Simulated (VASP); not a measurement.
## BAs: relaxation of cell and atoms with PBE+D3(BJ)

BAs:

```xyz
2
Lattice="0.0000 2.3885 2.3885 2.3885 0.0000 2.3885 2.3885 2.3885 0.0000" Properties=species:S:1:pos:R:3 pbc="T T T"
B     0.0000    0.0000    0.0000
As    1.1943    1.1943    1.1943
```

```
Program                : VASP 6.6.1
Task                   : relaxation of cell and atoms
Functional             : PBE
Dispersion             : D3(BJ)
Potentials or basis    : VASP PAW PBE potentials, release 64 (B, As)
Cutoff                 : 600 eV
k mesh                 : 7 × 7 × 7
Occupations            : gaussian, width 0.01 eV
Spin                   : no spin polarisation
Dipole correction      : no
Further INCAR settings : ALGO = Normal; EDIFF = 1e-06; IBRION = 2; EDIFFG = -0.01; NSW = 100; ISIF = 3
```

| Item | Value |
| --- | --- |
| Relaxed volume | 13.58 Å³/atom |
| Relaxed cell | a = 3.374 Å, b = 3.374 Å, c = 3.374 Å, α = 60.00°, β = 60.00°, γ = 60.00° |
| Space group after relaxing (to 0.05 Å) | F-43m (No. 216) |
| Energy gained by relaxing | 0.1 meV/atom |
| Ionic steps | 3 |
| Pressure after relaxing | 0.0 GPa |
| Band gap on the k mesh | 1.19 eV, indirect (least direct gap 3.28 eV) |
| Dispersion energy per atom | -0.331 eV |

Step by step:
```tsv
step	energy change (eV)	largest force (eV/Å)	pressure (GPa)	volume (Å³)
1	0.0000	0.0000	-0.45	27.25
2	-0.0001	0.0000	0.33	27.10
3	-0.0001	0.0000	0.01	27.16
```

Final structure:
```
B As
1.0
     0.00000    2.38590    2.38590
     2.38590    0.00000    2.38590
     2.38590    2.38590    0.00000
B As
1 1
Direct
  0.00000 0.00000 0.00000
  0.25000 0.25000 0.25000
```

Levels at points of the mesh, in eV from the valence-band top:
```csv
k point,band 1,band 2,band 3,band 4,band 5,band 6,band 7,band 8
"(0.00, 0.00, 0.00)",-15.43,0.00,0.00,0.00,3.28,3.28,3.28,4.73
```

Wall time 12 s on 1 thread of AMD EPYC 9R45 (Zen 5), with other jobs on the host, peak memory 0.13 GiB.

A k mesh can miss the band edges.
